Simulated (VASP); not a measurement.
Wanted: the native input for a VASP 6.6.1 run.

- Task: single point
- Functional: PBE
- Potentials or basis: VASP PAW PBE potentials, release 64 (Al, N)
- Cutoff: 520 eV
- k mesh: 6 × 6 × 4
- Occupations: gaussian, width 0.05 eV
- Spin: no spin polarisation
- Dipole correction: no
- Further INCAR settings: ALGO = Normal; EDIFF = 1e-07; NBANDS = 16

The structure of AlN lies in POSCAR:

```
AlN
1.0
    3.1107606290      0.0000000000      0.0000000000
   -1.5553803145      2.6939977298      0.0000000000
    0.0000000000      0.0000000000      4.9787706144
Al N
2 2
Direct
    0.3333333333      0.6666666667      0.0015708995
    0.6666666667      0.3333333333      0.5015708995
    0.3333333333      0.6666666667      0.3834291005
    0.6666666667      0.3333333333      0.8834291005
```

These files were run (other wordings do the same):

INCAR

```
SYSTEM = AlN
ALGO = Normal
EDIFF = 1E-7
ENCUT = 520
GGA = PE
ISIF = 2
ISMEAR = 0
LASPH = .True.
LCHARG = .True.
LELF = .True.
LREAL = .False.
LVHAR = .True.
LWAVE = .False.
NBANDS = 16
NELM = 60
PREC = Accurate
SIGMA = 0.05
```

KPOINTS

```
k-points
0
Gamma
  6 6 4
  0 0 0
```

Potentials or basis: VASP PAW PBE potentials, release 64 (Al, N).

Command:

```sh
$ cat potpaw_PBE.64/Al/POTCAR potpaw_PBE.64/N/POTCAR > POTCAR
$ mpirun -np 1 vasp_std > vasp.out
```

It gave:

```
Pressure               : 3.8 GPa
Largest force          : 0.007 eV/Å
Band gap on the k mesh : 4.21 eV, direct
```

It took 8.1 s on 1 thread of Intel Xeon 6975P-C, with other jobs on the host, peak memory 0.16 GiB.
